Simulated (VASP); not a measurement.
Set up this calculation in VASP 6.6.1, as the native input.

```
Task                   : single point
Functional             : PBEsol
Potentials or basis    : VASP PAW PBE potentials, release 64 (Sb)
Cutoff                 : 520 eV
k mesh                 : 6 × 6 × 1
Occupations            : fermi-dirac, width 0.02 eV
Spin                   : no spin polarisation
Dipole correction      : yes
Further INCAR settings : ALGO = Normal; EDIFF = 1e-06; NBANDS = 18
```

The structure of Sb lies in POSCAR:

```
Sb
1.0
    4.7128488999      0.0000000000      0.0000000000
    0.0000000000      4.3142726534      0.0000000000
    0.0000000000      0.0000000000     29.0216962420
Sb
4
Direct
    0.0432668822      0.0000000000      0.3754689406
    0.4567331178      0.5000000000      0.3754689406
    0.5432668822      0.5000000000      0.2792136748
    0.9567331178      0.0000000000      0.2792136748
```

These files were run (other wordings do the same):

INCAR

```
SYSTEM = Sb
  PREC = Accurate
  ENCUT = 520
  EDIFF = 1E-6
  ISMEAR = -1
  SIGMA = 0.02
  LREAL = .FALSE.
  LASPH = .TRUE.
  NELM = 80
  ALGO = Normal
  ISIF = 2
  LWAVE = .FALSE.
  LCHARG = .TRUE.
  LDIPOL = .TRUE.
  IDIPOL = 3
  DIPOL = 0.5 0.5 0.327
  GGA = PS
  LELF = .TRUE.
  LVHAR = .TRUE.
  LVACPOTAV = .TRUE.
  NBANDS = 18
```

KPOINTS

```
regular mesh
0
G
  6 6 1
  0 0 0
```

Potentials or basis: VASP PAW PBE potentials, release 64 (Sb).

The run is started by

```console
$ cat potpaw_PBE.64/Sb/POTCAR > POTCAR
$ mpirun -np 1 vasp_std > vasp.out
```

It gave:

The largest force is 0.068 eV/Å. The band gap on the k mesh is 0.32 eV, indirect (least direct gap 0.37 eV).

Caveat: the PAW data sets were made with another functional, which shifts forces and pressure a little; spin-orbit coupling is left out, which moves the levels of the heavy elements.

It took 100 s on 1 thread of Intel(R) Xeon(R) 6975P-C (Granite Rapids), on a shared host, peak memory 0.56 GiB.
